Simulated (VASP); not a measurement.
# Al12N in VASP: a series of runs

The runs below take Al12N through relaxation of the atoms, with PBE.

Program: VASP 6.6.1. These are calculated values, not measurements. Logs are shortened: lines on timing, memory, paths and dates and some standing lists are left out, and cuts for length are marked.

## (1) The cell of the first run

The cell holds a slab with vacuum, 13 atoms: a = 5.714 Å, b = 5.714 Å, c = 19.675 Å, α = 90.00°, β = 90.00°, γ = 90.00°.

## (2) Relaxation of the atoms, PBE

INCAR

```
PREC = Accurate ; ENCUT = 520
EDIFF = 1E-6 ; ISMEAR = 0
SIGMA = 0.1 ; LREAL = F
LASPH = T ; NELM = 80
ALGO = Normal ; ISIF = 2
LWAVE = F ; LCHARG = F
LDIPOL = T ; IDIPOL = 3
DIPOL = 0.5 0.5 0.316 ; GGA = PE
IBRION = 2 ; NSW = 36
EDIFFG = -0.025
```

KPOINTS

```
Automatic mesh
0
Gamma
  5 5 1
```

POSCAR

```
Al12N
1.0
    5.7135165839      0.0000000000      0.0000000000
    0.0000000000      5.7135165839      0.0000000000
    0.0000000000      0.0000000000     19.6746954090
Al N
12 1
Selective dynamics
Direct
    0.2500000000      0.2500000000      0.2033068323  F F F
    0.2500000000      0.7500000000      0.2033068323  F F F
    0.7500000000      0.2500000000      0.2033068323  F F F
    0.7500000000      0.7500000000      0.2033068323  F F F
    0.0000000000      0.0000000000      0.3092728581  F F F
    0.0000000000      0.5000000000      0.3092728581  F F F
    0.5000000000      0.0000000000      0.3092728581  F F F
    0.5000000000      0.5000000000      0.3092728581  F F F
    0.2500000000      0.2500000000      0.4154928571  F F F
    0.2500000000      0.7500000000      0.4154928571  F F F
    0.7500000000      0.2500000000      0.4154928571  F F F
    0.7500000000      0.7500000000      0.4154928571  F F F
    0.5000000000      0.5000000000      0.3921576656  F F T
```

Potentials or basis: VASP PAW PBE potentials, release 64 (Al, N).

The run is started by

```bash
$ cat potpaw_PBE.64/Al/POTCAR potpaw_PBE.64/N/POTCAR > POTCAR
$ mpirun -np 1 vasp_std > vasp.out
```

OUTCAR:

```text
PREC = Accurate
   ENCUT = 520
   EDIFF = 1E-6
   ISMEAR = 0
   LREAL = F
   LASPH = T
   NELM = 80
   ISIF = 2
   GGA = PE
   IBRION = 2
   NSW = 36
   EDIFFG = -0.025

 ion  position               nearest neighbor table
   1  0.250  0.250  0.203-   2 2.86   3 2.86   2 2.86   3 2.86   7 2.90   8 2.90   5 2.90   6 2.90

   2  0.250  0.750  0.203-   1 2.86   4 2.86   1 2.86   4 2.86   7 2.90   8 2.90   5 2.90   6 2.90

   3  0.750  0.250  0.203-   1 2.86   4 2.86   4 2.86   1 2.86   7 2.90   8 2.90   5 2.90   6 2.90

   4  0.750  0.750  0.203-   2 2.86   3 2.86   3 2.86   2 2.86   7 2.90   8 2.90   5 2.90   6 2.90

   5  0.000  0.000  0.309-   6 2.86   7 2.86   6 2.86   7 2.86   1 2.90   2 2.90   3 2.90   4 2.90
                            11 2.91  12 2.91   9 2.91  10 2.91
   6  0.000  0.500  0.309-   5 2.86   8 2.86   5 2.86   8 2.86   1 2.90   2 2.90   3 2.90   4 2.90
                            11 2.91  12 2.91   9 2.91  10 2.91
   7  0.500  0.000  0.309-   5 2.86   8 2.86   8 2.86   5 2.86   1 2.90   2 2.90   3 2.90   4 2.90
                            11 2.91  12 2.91   9 2.91  10 2.91
   8  0.500  0.500  0.309-  13 1.63   7 2.86   6 2.86   7 2.86   6 2.86   2 2.90   3 2.90   4 2.90
                             1 2.90  12 2.91   9 2.91  10 2.91  11 2.91
   9  0.250  0.250  0.415-  13 2.07  11 2.86  10 2.86  10 2.86  11 2.86   6 2.91   7 2.91   8 2.91
                             5 2.91
  10  0.250  0.750  0.415-  13 2.07  12 2.86   9 2.86   9 2.86  12 2.86   6 2.91   7 2.91   8 2.91
                             5 2.91
  11  0.750  0.250  0.415-  13 2.07  12 2.86   9 2.86  12 2.86   9 2.86   6 2.91   7 2.91   8 2.91
                             5 2.91
  12  0.750  0.750  0.415-  13 2.07  11 2.86  10 2.86  11 2.86  10 2.86   6 2.91   7 2.91   8 2.91
                             5 2.91
  13  0.500  0.500  0.392-   8 1.63   9 2.07  10 2.07  11 2.07  12 2.07

  LATTYP: Found a simple tetragonal cell.
 ALAT       =     5.7135165839
 C/A-ratio  =     3.4435351889

  Lattice vectors:

 A1 = (   5.7135165839,   0.0000000000,   0.0000000000)
 A2 = (   0.0000000000,   5.7135165839,   0.0000000000)
 A3 = (   0.0000000000,   0.0000000000,  19.6746954090)

Analysis of symmetry for initial positions (statically):
=====================================================================
 Subroutine PRICEL returns:
 Original cell was already a primitive cell.

 Routine SETGRP: Setting up the symmetry group for a
 simple tetragonal supercell.

 Subroutine GETGRP returns: Found  8 space group operations
 (whereof  8 operations were pure point group operations)
 out of a pool of 16 trial point group operations.

The static configuration has the point symmetry C_4v.

Analysis of symmetry for dynamics (positions and initial velocities):
=====================================================================
 Subroutine PRICEL returns:
 Original cell was already a primitive cell.

 Routine SETGRP: Setting up the symmetry group for a
 simple tetragonal supercell.

 Subroutine GETGRP returns: Found  8 space group operations
 (whereof  8 operations were pure point group operations)
 out of a pool of 16 trial point group operations.

The dynamic configuration has the point symmetry C_4v.

Analysis of constrained symmetry for selective dynamics:
=====================================================================
 Subroutine PRICEL returns:
 Original cell was already a primitive cell.

 Routine SETGRP: Setting up the symmetry group for a
 simple tetragonal supercell.

 Subroutine GETGRP returns: Found  8 space group operations
 (whereof  8 operations were pure point group operations)
 out of a pool of 16 trial point group operations.

The constrained configuration has the point symmetry C_4v.

 Subroutine INISYM returns: Found  8 space group operations
 (whereof  8 operations are pure point group operations),
 and found     1 'primitive' translations

----------------------------------------------------------------------------------------

                                     Primitive cell

  volume of cell :     642.2661

[... 80 lines left out ...]
   NGXF,Y,Z  is equivalent  to a cutoff of  24.44, 24.44, 25.35 a.u.
 SYSTEM =  unknown system
   PREC   = accura    normal or accurate (medium, high low for compatibility)
   ISTART =      0    job   : 0-new  1-cont  2-samecut
   ICHARG =      2    charge: 1-file 2-atom 10-const
   ISPIN  =      1    spin polarized calculation?
   LNONCOLLINEAR =      F non collinear calculations
   LSORBIT =      F    spin-orbit coupling
   LASPH  =      T    aspherical Exc in radial PAW
   ENCUT  =  520.0 eV  38.22 Ry    6.18 a.u.  10.62 10.62 36.58*2*pi/ulx,y,z
   NELM   =     80;   NELMIN=  2; NELMDL= -5     # of ELM steps
   EDIFF  = 0.1E-05   stopping-criterion for ELM
   LREAL  =      F    real-space projection
   EDIFFG = -.3E-01   stopping-criterion for IOM
   NSW    =     36    number of steps for IOM
   IBRION =      2    ionic relax: 0-MD 1-quasi-New 2-CG
   NFREE  =      1    steps in history (QN), initial steepest desc. (CG)
   ISIF   =      2    stress and relaxation
   ISYM   =      2    0-nonsym 1-usesym 2-fastsym
   POTIM  = 0.5000    time-step for ionic-motion
   TEBEG  =    0.0;   TEEND  =   0.0 temperature during run
   PSTRESS=    0.0 pullay stress
   NELECT =      41.0000    total number of electrons
   NUPDOWN=      -1.0000    fix difference up-down
   EMIN   =  10.00;   EMAX   =-10.00  energy-range for DOS
   EFERMI =   0.00;   METHOD = LEGACY
   ISMEAR =     0;   SIGMA  =   0.10  broadening in eV -4-tet -1-fermi 0-gaus
   EFERMI_NEDOS =   21; number of points for ismear=-14 and -15
   IALGO  =     38    algorithm
   IMIX   =      4    mixing-type and parameters
     AMIX     =   0.40;   BMIX     =  1.00
     AMIX_MAG =   1.60;   BMIX_MAG =  1.00
  volume/ion in A,a.u.               =      49.41       333.40
  Fermi-wavevector in a.u.,A,eV,Ry     =   0.654281  1.236412  5.824435  0.428084
  Thomas-Fermi vector in A             =   1.724790
   LORBIT       =      0    0 simple, 1 ext, 2 COOP (PROOUT), +10 PAW based schemes
   GGA     = PE    functional components
   LHFCALC =     F    Hartree Fock is set to
   AEXX    =    0.0000 exact exchange contribution
   IVDW    =     0    specifies the selected vdW correction
   LEPSILON=     F    determine dielectric tensor
   LRPA    =     F    only Hartree local field effects (RPA)
 conjugate gradient relaxation of ions
 non-spin polarized calculation
 Gauss-broadening in eV      SIGMA  =   0.10
  energy-cutoff  :      520.00
  volume of cell :      642.27
 maximum number of plane-waves:     17320
   NGX = 21   NGY = 21   NGZ = 73

--------------------------------------- Ionic step        1  -------------------------------------------

 number of electron      41.0000001 magnetization

 Free energy of the ion-electron system (eV)
  ---------------------------------------------------
  ext. energy  EPLUGINS =         0.00000000
  ---------------------------------------------------
  free energy    TOTEN  =       -48.81337053 eV

  energy without entropy =      -48.79287714  energy(sigma->0) =      -48.80312383

------------------------ aborting loop because EDIFF is reached ----------------------------------------

  FORCE on cell =-STRESS in cart. coord.  units (eV):
  Direction    XX          YY          ZZ          XY          YZ          ZX
  --------------------------------------------------------------------------------------
  -------------------------------------------------------------------------------------
  Total       -5.2176662     -5.2176662     10.4077617      0.0000000      0.0000000     -0.0000000
  in kB      -13.0158302    -13.0158302     25.9628832      0.0000000      0.0000000     -0.0000000
  external PRESSURE =      -0.0229257 kB  Pullay stress =       0.0000000 kB
[... 28 lines left out ...]
  FREE ENERGIE OF THE ION-ELECTRON SYSTEM (eV)
  ---------------------------------------------------
  free  energy   TOTEN  =       -48.8133705325 eV

  energy  without entropy=      -48.7928771365  energy(sigma->0) =      -48.80312383

 dipolmoment           0.000000      0.000000      0.040590 electrons x Angstroem

--------------------------------------- Ionic step        2  -------------------------------------------

 number of electron      41.0000001 magnetization

------------------------ aborting loop because EDIFF is reached ----------------------------------------

 vacuum level on the upper side and lower side of the slab       (xc-potential included)        -0.367         0.040

  FORCE on cell =-STRESS in cart. coord.  units (eV):
  Direction    XX          YY          ZZ          XY          YZ          ZX
  --------------------------------------------------------------------------------------
  -------------------------------------------------------------------------------------
  Total       -6.6506804     -6.6506804     -0.7331063      0.0000000      0.0000000     -0.0000000
  in kB      -16.5905834    -16.5905834     -1.8287846      0.0000000      0.0000000     -0.0000000
  external PRESSURE =     -11.6699838 kB  Pullay stress =       0.0000000 kB
[... 128 lines left out ...]
--------------------------------------- Ionic step        5  -------------------------------------------

 number of electron      41.0000000 magnetization

 dipolmoment           0.000000      0.000000     -0.038416 electrons x Angstroem

 Free energy of the ion-electron system (eV)
  ---------------------------------------------------
  ext. energy  EPLUGINS =         0.00000000
  ---------------------------------------------------
  free energy    TOTEN  =       -50.08049344 eV

  energy without entropy =      -50.04910508  energy(sigma->0) =      -50.06479926

 E-fermi :  -0.1323     XC(G=0):  -4.2691

 val. band max:       -0.1550989928   @ k =   0.4000   0.2000   0.0000
 cond. band min:      -0.0721365672   @ k =   0.4000   0.4000   0.0000
 fundamental gap:      0.0829624256
 Fermi energy:        -0.1322887839

 k-point     1 :       0.0000    0.0000    0.0000
  band No.  band energies     occupation
      1     -16.3843      2.00000
      2     -10.1069      2.00000
      3      -7.7871      2.00000
      4      -7.4969      2.00000
      5      -7.4969      2.00000
      6      -6.3650      2.00000
[... 169 lines left out ...]
     26       1.6966      0.00000
     27       1.7353      0.00000

------------------------ aborting loop because EDIFF is reached ----------------------------------------

 vacuum level on the upper side and lower side of the slab       (xc-potential included)        -0.295        -0.056

  FORCE on cell =-STRESS in cart. coord.  units (eV):
  Direction    XX          YY          ZZ          XY          YZ          ZX
  --------------------------------------------------------------------------------------
  -------------------------------------------------------------------------------------
  Total       -7.3435111     -7.3435111     -1.3287694      0.0000000      0.0000000     -0.0000000
  in kB      -18.3188977    -18.3188977     -3.3147074      0.0000000      0.0000000     -0.0000000
  external PRESSURE =     -13.3175009 kB  Pullay stress =       0.0000000 kB
[... 28 lines left out ...]
  FREE ENERGIE OF THE ION-ELECTRON SYSTEM (eV)
  ---------------------------------------------------
  free  energy   TOTEN  =       -50.0804934372 eV

  energy  without entropy=      -50.0491050840  energy(sigma->0) =      -50.06479926

 reached required accuracy - stopping structural energy minimisation

 vacuum level on the upper side and lower side of the slab         3.670         3.917
```

Run time: 12 min. Hardware: 1 thread of Intel Xeon Platinum 8259CL at 2.50GHz (Skylake/Cascade Lake), shared host; peak memory 0.67 GiB.

Results:

* Free energy: -50.0805 eV
* Energy gained by relaxing: 97.5 meV/atom
* Ionic steps: 5
* Band gap on the k mesh: zero (an odd number of electrons rules out a gap without spin polarisation)

The path:
| step | energy change (eV) | largest force on free atoms (eV/Å) | pressure (GPa) |
| --- | --- | --- | --- |
| 1 | 0.0000 | 8.0502 | 0.00 |
| 2 | -1.2394 | 0.5526 | -1.17 |
| 3 | -1.2527 | 0.3791 | -1.21 |
| 4 | -1.2660 | 0.0986 | -1.30 |
| 5 | -1.2671 | 0.0141 | -1.33 |

Final structure:
```cif
data_structure
_symmetry_space_group_name_H-M 'P 1'
_symmetry_Int_Tables_number 1
_cell_length_a 5.7135
_cell_length_b 5.7135
_cell_length_c 19.6747
_cell_angle_alpha 90.000
_cell_angle_beta 90.000
_cell_angle_gamma 90.000
_cell_volume 642.27
loop_
_atom_site_label
_atom_site_type_symbol
_atom_site_fract_x
_atom_site_fract_y
_atom_site_fract_z
_atom_site_occupancy
Al1 Al 0.25000 0.25000 0.20331 1
Al2 Al 0.25000 0.75000 0.20331 1
Al3 Al 0.75000 0.25000 0.20331 1
Al4 Al 0.75000 0.75000 0.20331 1
Al5 Al 0.00000 0.00000 0.30927 1
Al6 Al 0.00000 0.50000 0.30927 1
Al7 Al 0.50000 0.00000 0.30927 1
Al8 Al 0.50000 0.50000 0.30927 1
Al9 Al 0.25000 0.25000 0.41549 1
Al10 Al 0.25000 0.75000 0.41549 1
Al11 Al 0.75000 0.25000 0.41549 1
Al12 Al 0.75000 0.75000 0.41549 1
N1 N 0.50000 0.50000 0.41728 1
```

## (3) Relaxation of the atoms, PBE

INCAR

```
SYSTEM = Al12N
PREC     = Accurate       ! precision mode
ENCUT    = 520            ! plane-wave cutoff, eV
EDIFF    = 1E-7           ! SCF threshold, eV
ISMEAR   = 0              ! smearing method
SIGMA    = 0.1            ! smearing width, eV
LREAL    = .False.        ! projectors in reciprocal space
LASPH    = .True.         ! aspherical terms in the spheres
NELM     = 120            ! most SCF steps
ALGO     = Normal         ! electronic algorithm
ISIF     = 2              ! what is computed and relaxed
LWAVE    = .False.        ! write WAVECAR
LCHARG   = .False.        ! write CHGCAR
LDIPOL   = .True.       
IDIPOL   = 3            
DIPOL    = 0.5 0.5 0.316
GGA      = PE             ! functional
IBRION   = 2              ! ionic algorithm
NSW      = 36             ! ionic steps
EDIFFG   = -0.025         ! ionic threshold
GGA_COMPAT= .False.      
NELMIN   = 4            
NELMDL   = -8
```

KPOINTS

```
Automatic mesh
0
Gamma
  5 5 1
  0 0 0
```

POSCAR is that of step 2.

Potentials or basis: VASP PAW PBE potentials, release 64 (Al, N).

The run is started by

```bash
$ cat potpaw_PBE.64/Al/POTCAR potpaw_PBE.64/N/POTCAR > POTCAR
$ mpirun -np 1 vasp_std > vasp.out
```

OUTCAR:

```text
SYSTEM = Al12N
   PREC = Accurate
   ENCUT = 520
   EDIFF = 1E-7
   ISMEAR = 0
   LREAL = .False.
   LASPH = .True.
   NELM = 120
   ISIF = 2
   GGA = PE
   IBRION = 2
   NSW = 36
   EDIFFG = -0.025
   NELMIN = 4
   NELMDL = -8

 ion  position               nearest neighbor table
   1  0.250  0.250  0.203-   2 2.86   3 2.86   2 2.86   3 2.86   7 2.90   8 2.90   5 2.90   6 2.90

   2  0.250  0.750  0.203-   1 2.86   4 2.86   1 2.86   4 2.86   7 2.90   8 2.90   5 2.90   6 2.90

   3  0.750  0.250  0.203-   1 2.86   4 2.86   4 2.86   1 2.86   7 2.90   8 2.90   5 2.90   6 2.90

   4  0.750  0.750  0.203-   2 2.86   3 2.86   3 2.86   2 2.86   7 2.90   8 2.90   5 2.90   6 2.90

   5  0.000  0.000  0.309-   6 2.86   7 2.86   6 2.86   7 2.86   1 2.90   2 2.90   3 2.90   4 2.90
                            11 2.91  12 2.91   9 2.91  10 2.91
   6  0.000  0.500  0.309-   5 2.86   8 2.86   5 2.86   8 2.86   1 2.90   2 2.90   3 2.90   4 2.90
                            11 2.91  12 2.91   9 2.91  10 2.91
   7  0.500  0.000  0.309-   5 2.86   8 2.86   8 2.86   5 2.86   1 2.90   2 2.90   3 2.90   4 2.90
                            11 2.91  12 2.91   9 2.91  10 2.91
   8  0.500  0.500  0.309-  13 1.63   7 2.86   6 2.86   7 2.86   6 2.86   2 2.90   3 2.90   4 2.90
                             1 2.90  12 2.91   9 2.91  10 2.91  11 2.91
   9  0.250  0.250  0.415-  13 2.07  11 2.86  10 2.86  10 2.86  11 2.86   6 2.91   7 2.91   8 2.91
                             5 2.91
  10  0.250  0.750  0.415-  13 2.07  12 2.86   9 2.86   9 2.86  12 2.86   6 2.91   7 2.91   8 2.91
                             5 2.91
[... 398 lines left out ...]
--------------------------------------- Ionic step        5  -------------------------------------------

 number of electron      41.0000000 magnetization

 dipolmoment           0.000000      0.000000     -0.039288 electrons x Angstroem

 Free energy of the ion-electron system (eV)
  ---------------------------------------------------
  ext. energy  EPLUGINS =         0.00000000
  ---------------------------------------------------
  free energy    TOTEN  =       -50.08049490 eV

  energy without entropy =      -50.04911187  energy(sigma->0) =      -50.06480339

 E-fermi :  -0.1319     XC(G=0):  -4.2590

 val. band max:       -0.1546961995   @ k =   0.4000   0.2000   0.0000
 cond. band min:      -0.0717633268   @ k =   0.4000   0.4000   0.0000
 fundamental gap:      0.0829328727
 Fermi energy:        -0.1318799753

 k-point     1 :       0.0000    0.0000    0.0000
  band No.  band energies     occupation
      1     -16.3839      2.00000
      2     -10.1064      2.00000
      3      -7.7866      2.00000
      4      -7.4965      2.00000
      5      -7.4965      2.00000
      6      -6.3647      2.00000
[... 169 lines left out ...]
     26       1.6971      0.00000
     27       1.7357      0.00000

------------------------ aborting loop because EDIFF is reached ----------------------------------------

 vacuum level on the upper side and lower side of the slab       (xc-potential included)        -0.207         0.025

  FORCE on cell =-STRESS in cart. coord.  units (eV):
  Direction    XX          YY          ZZ          XY          YZ          ZX
  --------------------------------------------------------------------------------------
  -------------------------------------------------------------------------------------
  Total       -7.3485253     -7.3485253     -1.3376041      0.0000000      0.0000000      0.0000000
  in kB      -18.3314059    -18.3314059     -3.3367462      0.0000000      0.0000000      0.0000000
  external PRESSURE =     -13.3331860 kB  Pullay stress =       0.0000000 kB
[... 28 lines left out ...]
  FREE ENERGIE OF THE ION-ELECTRON SYSTEM (eV)
  ---------------------------------------------------
  free  energy   TOTEN  =       -50.0804949048 eV

  energy  without entropy=      -50.0491118707  energy(sigma->0) =      -50.06480339

 reached required accuracy - stopping structural energy minimisation

 vacuum level on the upper side and lower side of the slab         3.757         3.987
```

It took 7.3 min on 1 thread of Intel Xeon 6975P-C (Granite Rapids), shared host; peak memory 0.67 GiB.

What came out:

* Free energy: -50.0805 eV
* Energy gained by relaxing: 97.5 meV/atom
* Ionic steps: 5
* Band gap on the k mesh: zero (an odd number of electrons rules out a gap without spin polarisation)

Step by step:
```csv
step,energy change (eV),largest force on free atoms (eV/Å),pressure (GPa)
1,0.0000,8.0503,0.00
2,-1.2395,0.5518,-1.17
3,-1.2527,0.3794,-1.21
4,-1.2660,0.0984,-1.31
5,-1.2671,0.0168,-1.33
```

Final structure:
```
Al N
1.0
     5.71352    0.00000    0.00000
     0.00000    5.71352    0.00000
     0.00000    0.00000   19.67470
Al N
12 1
Cartesian
  1.4284 1.4284 4.0000
  1.4284 4.2851 4.0000
  4.2851 1.4284 4.0000
  4.2851 4.2851 4.0000
  0.0000 0.0000 6.0848
  0.0000 2.8568 6.0848
  2.8568 0.0000 6.0848
  2.8568 2.8568 6.0848
  1.4284 1.4284 8.1747
  1.4284 4.2851 8.1747
  4.2851 1.4284 8.1747
  4.2851 4.2851 8.1747
  2.8568 2.8568 8.2097
```
